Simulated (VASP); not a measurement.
Ni, 1 atom in the cell. It takes space group Fm-3m (No. 225, cubic). Conventional cell: a = 3.524 Å, b = 3.524 Å, c = 3.524 Å, α = 90.00°, β = 90.00°, γ = 90.00°. Ni (site symmetry m-3m) has 12 Ni at 2.49 Å within 3.3 Å. 

* Program: VASP 6.6.1
* Task: single point
* Functional: PBE
* Potentials or basis: VASP PAW PBE potentials, release 64 (Ni)
* Cutoff: 520 eV
* k mesh: 16 × 16 × 16
* Occupations: fermi-dirac, width 0.1 eV
* Spin: collinear spin, ferromagnetic start
* Starting moments: [0.6] μB
* Dipole correction: no
* Further INCAR settings: ALGO = Normal; EDIFF = 1e-07; NBANDS = 15

Potentials or basis: VASP PAW PBE potentials, release 64 (Ni).

Launch:

```console
$ cat potpaw_PBE.64/Ni/POTCAR > POTCAR
$ mpirun -np 1 vasp_std > vasp.out
```

Hardware: 1 thread of Intel Xeon 6975P-C, on a shared host.

Question: How long does it take, and how much memory?

Answer: Wall time 37 s on 1 thread of Intel Xeon 6975P-C, on a shared host, peak memory 0.16 GiB. Counts: scf iterations 13, k points 145.
